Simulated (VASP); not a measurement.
# CaB6 (Pm-3m) in VASP: relaxation of cell and atoms with PBEsol

Aim: the relaxation of cell and atoms of CaB6 with PBEsol.

Everything below comes from runs of VASP 6.6.1. Logs are shortened: lines on timing, memory, paths and dates and some standing lists are left out, and cuts for length are marked.

## 1. The cell of the first run

The structure is cubic, space group Pm-3m (No. 221). The conventional cell has a = 4.127 Å, b = 4.127 Å, c = 4.127 Å, α = 90.00°, β = 90.00°, γ = 90.00°. Ca (site symmetry m-3m) has 24 B at 3.03 Å and 6 Ca at 4.13 Å within 4.2 Å. Within 2.2 Å of B (site symmetry 4mm) lie 5 B at 1.66 to 1.74 Å.

## 2. Relaxation of cell and atoms, PBEsol

Input file INCAR:

```
SYSTEM = CaB6
PREC = Accurate
ENCUT = 600
EDIFF = 1E-7
ISMEAR = 0
SIGMA = 0.1
LREAL = .False.
LASPH = .True.
NELM = 60
ALGO = Normal
ISIF = 3
LWAVE = .False.
LCHARG = .False.
GGA = PS
IBRION = 2
NSW = 80
EDIFFG = -0.001
```

Input file KPOINTS:

```
regular mesh
0
Gamma
  10 10 10
  0 0 0
```

Input file POSCAR:

```
CaB6
1.0
    4.1273389606      0.0000000000      0.0000000000
    0.0000000000      4.1273389606      0.0000000000
    0.0000000000      0.0000000000      4.1273389606
Ca B
1 6
Direct
    0.5000000000      0.5000000000      0.5000000000
    0.0000000000      0.0000000000      0.2983843264
    0.0000000000      0.0000000000      0.7016156736
    0.2983843264      0.0000000000      0.0000000000
    0.7016156736      0.0000000000      0.0000000000
    0.0000000000      0.2983843264      0.0000000000
    0.0000000000      0.7016156736      0.0000000000
```

Potentials or basis: VASP PAW PBE potentials, release 64 (Ca_sv, B).

The run is started by

```bash
$ cat potpaw_PBE.64/Ca_sv/POTCAR potpaw_PBE.64/B/POTCAR > POTCAR
$ mpirun -np 1 vasp_std > vasp.out
```

OUTCAR:

```text
SYSTEM = CaB6
   PREC = Accurate
   ENCUT = 600
   EDIFF = 1E-7
   ISMEAR = 0
   LREAL = .False.
   LASPH = .True.
   NELM = 60
   ISIF = 3
   GGA = PS
   IBRION = 2
   NSW = 80
   EDIFFG = -0.001

 ion  position               nearest neighbor table
   1  0.500  0.500  0.500-
   2  0.000  0.000  0.298-   3 1.66   4 1.74   5 1.74   6 1.74   7 1.74
   3  0.000  0.000  0.702-   2 1.66   4 1.74   5 1.74   6 1.74   7 1.74
   4  0.298  0.000  0.000-   5 1.66   3 1.74   2 1.74   6 1.74   7 1.74
   5  0.702  0.000  0.000-   4 1.66   3 1.74   2 1.74   6 1.74   7 1.74
   6  0.000  0.298  0.000-   7 1.66   3 1.74   4 1.74   5 1.74   2 1.74
   7  0.000  0.702  0.000-   6 1.66   3 1.74   4 1.74   5 1.74   2 1.74

  LATTYP: Found a simple cubic cell.
 ALAT       =     4.1273389606

  Lattice vectors:

 A1 = (   4.1273389606,   0.0000000000,   0.0000000000)
 A2 = (   0.0000000000,   4.1273389606,   0.0000000000)
 A3 = (   0.0000000000,   0.0000000000,   4.1273389606)

Analysis of symmetry for initial positions (statically):
=====================================================================
 Subroutine PRICEL returns:
 Original cell was already a primitive cell.

 Routine SETGRP: Setting up the symmetry group for a
 simple cubic supercell.

 Subroutine GETGRP returns: Found 48 space group operations
 (whereof 48 operations were pure point group operations)
 out of a pool of 48 trial point group operations.

The static configuration has the point symmetry O_h .

Analysis of symmetry for dynamics (positions and initial velocities):
=====================================================================
 Subroutine PRICEL returns:
 Original cell was already a primitive cell.

 Routine SETGRP: Setting up the symmetry group for a
 simple cubic supercell.

 Subroutine GETGRP returns: Found 48 space group operations
 (whereof 48 operations were pure point group operations)
 out of a pool of 48 trial point group operations.

The dynamic configuration has the point symmetry O_h .

 Subroutine INISYM returns: Found 48 space group operations
 (whereof 48 operations are pure point group operations),
 and found     1 'primitive' translations

----------------------------------------------------------------------------------------

                                     Primitive cell

  volume of cell :      70.3089
[... 107 lines left out ...]
   POTIM  = 0.5000    time-step for ionic-motion
   TEBEG  =    0.0;   TEEND  =   0.0 temperature during run
   PSTRESS=    0.0 pullay stress
   NELECT =      28.0000    total number of electrons
   NUPDOWN=      -1.0000    fix difference up-down
   EMIN   =  10.00;   EMAX   =-10.00  energy-range for DOS
   EFERMI =   0.00;   METHOD = LEGACY
   ISMEAR =     0;   SIGMA  =   0.10  broadening in eV -4-tet -1-fermi 0-gaus
   EFERMI_NEDOS =   21; number of points for ismear=-14 and -15
   IALGO  =     38    algorithm
   IMIX   =      4    mixing-type and parameters
     AMIX     =   0.40;   BMIX     =  1.00
     AMIX_MAG =   1.60;   BMIX_MAG =  1.00
  volume/ion in A,a.u.               =      10.04        67.78
  Fermi-wavevector in a.u.,A,eV,Ry     =   1.204455  2.276091 19.738144  1.450713
  Thomas-Fermi vector in A             =   2.340180
   LORBIT       =      0    0 simple, 1 ext, 2 COOP (PROOUT), +10 PAW based schemes
   GGA     = PS    functional components
   LHFCALC =     F    Hartree Fock is set to
   AEXX    =    0.0000 exact exchange contribution
   IVDW    =     0    specifies the selected vdW correction
   LEPSILON=     F    determine dielectric tensor
   LRPA    =     F    only Hartree local field effects (RPA)
 conjugate gradient relaxation of ions
 non-spin polarized calculation
 Gauss-broadening in eV      SIGMA  =   0.10
  energy-cutoff  :      600.00
  volume of cell :       70.31
 maximum number of plane-waves:      2367
 NGX is ok and might be reduce to    36
   NGX = 17   NGY = 17   NGZ = 17

--------------------------------------- Ionic step        1  -------------------------------------------

 number of electron      28.0000001 magnetization

 Free energy of the ion-electron system (eV)
  ---------------------------------------------------
  ext. energy  EPLUGINS =         0.00000000
  ---------------------------------------------------
  free energy    TOTEN  =       -47.11190953 eV

  energy without entropy =      -47.11094861  energy(sigma->0) =      -47.11142907

------------------------ aborting loop because EDIFF is reached ----------------------------------------

  FORCE on cell =-STRESS in cart. coord.  units (eV):
  Direction    XX          YY          ZZ          XY          YZ          ZX
  --------------------------------------------------------------------------------------
  -------------------------------------------------------------------------------------
  Total        0.1327583      0.1327583      0.1327583      0.0000000      0.0000000     -0.0000000
  in kB        3.0252550      3.0252550      3.0252550      0.0000000      0.0000000     -0.0000000
  external PRESSURE =       3.0252550 kB  Pullay stress =       0.0000000 kB
[... 151 lines left out ...]
--------------------------------------- Ionic step        5  -------------------------------------------

 number of electron      28.0000001 magnetization

 Free energy of the ion-electron system (eV)
  ---------------------------------------------------
  ext. energy  EPLUGINS =         0.00000000
  ---------------------------------------------------
  free energy    TOTEN  =       -47.11205941 eV

  energy without entropy =      -47.11109835  energy(sigma->0) =      -47.11157888

 E-fermi :   4.6673     XC(G=0): -10.7541

 val. band max:        4.6441081543   @ k =   0.4000   0.0000   0.0000
 cond. band min:       4.6896969919   @ k =   0.4000   0.0000   0.0000
 fundamental gap:      0.0455888376
 Fermi energy:         4.6673028649

 k-point     1 :       0.0000    0.0000    0.0000
  band No.  band energies     occupation
      1     -36.2130      2.00000
      2     -17.2828      2.00000
      3     -17.2828      2.00000
      4     -17.2828      2.00000
      5      -9.8450      2.00000
      6      -2.3014      2.00000
[... 481 lines left out ...]
      5      -9.5463      2.00000
      6      -4.1678      2.00000
[... 10 lines left out ...]
     17       8.2297      0.00000
     18       8.6708      0.00000

 [... further k-points ...]

------------------------ aborting loop because EDIFF is reached ----------------------------------------

  FORCE on cell =-STRESS in cart. coord.  units (eV):
  Direction    XX          YY          ZZ          XY          YZ          ZX
  --------------------------------------------------------------------------------------
  -------------------------------------------------------------------------------------
  Total        0.0011710      0.0011710      0.0011710     -0.0000000     -0.0000000      0.0000000
  in kB        0.0266374      0.0266374      0.0266374     -0.0000000     -0.0000000      0.0000000
  external PRESSURE =       0.0266374 kB  Pullay stress =       0.0000000 kB
[... 22 lines left out ...]
  FREE ENERGIE OF THE ION-ELECTRON SYSTEM (eV)
  ---------------------------------------------------
  free  energy   TOTEN  =       -47.1120594100 eV

  energy  without entropy=      -47.1110983510  energy(sigma->0) =      -47.11157888

 reached required accuracy - stopping structural energy minimisation
```

OSZICAR:

```text
N       E                     dE             d eps       ncg     rms          rms(c)
DAV:   1     0.168266647356E+03    0.16827E+03   -0.14665E+04  2016   0.162E+03
DAV:   2    -0.437712606783E+02   -0.21204E+03   -0.20712E+03  2724   0.358E+02
[... 46 lines left out ...]
DAV:   1    -0.471120681782E+02   -0.13797E-04   -0.41388E-04  2668   0.183E-01    0.168E-02
DAV:   2    -0.471120609220E+02    0.72562E-05   -0.21577E-05  2648   0.402E-02    0.886E-03
DAV:   3    -0.471120587718E+02    0.21502E-05   -0.11463E-05  3382   0.251E-02    0.174E-03
DAV:   4    -0.471120590018E+02   -0.22998E-06   -0.69827E-07  2732   0.700E-03    0.814E-04
DAV:   5    -0.471120593731E+02   -0.37131E-06   -0.78824E-08  1700   0.151E-03    0.250E-04
DAV:   6    -0.471120594100E+02   -0.36880E-07   -0.22436E-08  1246   0.102E-03
   5 F= -.47112059E+02 E0= -.47111579E+02  d E =-.227083E-04
```

CONTCAR:

```text
CaB6
   1.00000000000000
     4.1297086894134818    0.0000000000000000   -0.0000000000000000
    -0.0000000000000000    4.1297086894134818    0.0000000000000000
     0.0000000000000000   -0.0000000000000000    4.1297086894134818
  Ca              B
     1     6
Direct
     0.5000000000000000    0.5000000000000000    0.5000000000000000
     0.0000000000000000    0.0000000000000000    0.2984730160182478
     0.0000000000000000    0.0000000000000000    0.7015269839817523
     0.2984730160182478    0.0000000000000000    0.0000000000000000
     0.7015269839817523    0.0000000000000000    0.0000000000000000
     0.0000000000000000    0.2984730160182478    0.0000000000000000
     1.0000000000000000    0.7015269839817523    0.0000000000000000

  0.00000000E+00  0.00000000E+00  0.00000000E+00
  0.00000000E+00  0.00000000E+00  0.00000000E+00
  0.00000000E+00  0.00000000E+00  0.00000000E+00
  0.00000000E+00  0.00000000E+00  0.00000000E+00
  0.00000000E+00  0.00000000E+00  0.00000000E+00
  0.00000000E+00  0.00000000E+00  0.00000000E+00
  0.00000000E+00  0.00000000E+00  0.00000000E+00
```

It took 4.6 min on 1 thread of AMD EPYC 7R43 (Zen 3), shared host; peak memory 0.21 GiB.

Results:

| Quantity | Value |
| --- | --- |
| Free energy | -47.1121 eV |
| Relaxed volume | 10.06 Å³/atom |
| Relaxed cell | a = 4.130 Å, b = 4.130 Å, c = 4.130 Å, α = 90.00°, β = 90.00°, γ = 90.00° |
| Space group after relaxing (to 0.1 Å) | Pm-3m (No. 221) |
| Energy gained by relaxing | 0.0 meV/atom |
| Ionic steps | 5 |
| Pressure after relaxing | 0.0 GPa |
| Band gap on the k mesh | 0.05 eV |

The path:
```csv
step,energy change (eV),largest force (eV/Å),pressure (GPa),volume (Å³)
1,0.0000,0.0332,0.30,70.31
2,0.0002,0.0863,-0.24,70.50
3,-0.0001,0.0117,0.10,70.38
4,-0.0001,0.0057,-0.04,70.45
5,-0.0001,0.0001,0.00,70.43
```

Final structure:
```yaml
crystal:
  lattice:
    - [4.12971, 0.00000, 0.00000]
    - [0.00000, 4.12971, 0.00000]
    - [0.00000, 0.00000, 4.12971]
  atoms:
    - { symbol: Ca, position: [0.50000, 0.50000, 0.50000] }
    - { symbol: B, position: [0.00000, 0.00000, 0.29847] }
    - { symbol: B, position: [0.00000, 0.00000, 0.70153] }
    - { symbol: B, position: [0.29847, 0.00000, 0.00000] }
    - { symbol: B, position: [0.70153, 0.00000, 0.00000] }
    - { symbol: B, position: [0.00000, 0.29847, 0.00000] }
    - { symbol: B, position: [0.00000, 0.70153, 0.00000] }
```

Caveat: the PAW data sets were made with another functional, which shifts forces and pressure a little. A k mesh can miss the band edges.
